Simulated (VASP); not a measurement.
## BN (Qingsongite): relaxation of the atoms with PBE

The system is BN (Qingsongite).

```
B N
1.0
     0.00000    1.81947    1.81947
     1.81947    0.00000    1.81947
     1.81947    1.81947    0.00000
B N
1 1
Direct
  0.00000 0.00000 0.00000
  0.25000 0.25000 0.25000
```

This cell differs from its parent crystal: volume scaled by 1.02.

```yaml
Program: VASP 6.6.1
Task: relaxation of the atoms
Functional: PBE
Potentials_or_basis: VASP PAW PBE potentials, release 64 (B, N)
Cutoff: 520 eV
k_mesh: 14 × 14 × 14
Occupations: fermi-dirac, width 0.02 eV
Spin: no spin polarisation
Dipole_correction: no
Further_INCAR_settings: ALGO = Normal; EDIFF = 1e-06; IBRION = 2; EDIFFG = -0.02; NSW = 80
```

The pressure after relaxing is -4.1 GPa and the band gap on the k mesh is 4.44 eV, indirect (least direct gap 8.73 eV).

Final structure:
```
B N
1.0
     0.00000    1.81947    1.81947
     1.81947    0.00000    1.81947
     1.81947    1.81947    0.00000
B N
1 1
Direct
  0.00000 0.00000 0.00000
  0.25000 0.25000 0.25000
```

Levels at points of the mesh, in eV from the valence-band top:
```tsv
k point	band 1	band 2	band 3	band 4	band 5	band 6	band 7	band 8
(0.00, 0.00, 0.00)	-20.01	0.00	0.00	0.00	8.73	8.73	8.73	10.03
(0.50, 0.00, 0.00)	-15.88	-10.51	-1.90	-1.90	9.89	10.60	10.60	15.05
(0.50, 0.50, 0.00)	-14.54	-8.79	-4.81	-4.81	4.44	9.12	17.62	17.62
```

Wall time 5.8 s on 1 thread of Intel(R) Xeon(R) Platinum 8488C (Sapphire Rapids) (shared host), peak memory 0.12 GiB.

Caveat: the relaxation stopped at its first step, so nothing moved. A k mesh can miss the band edges.
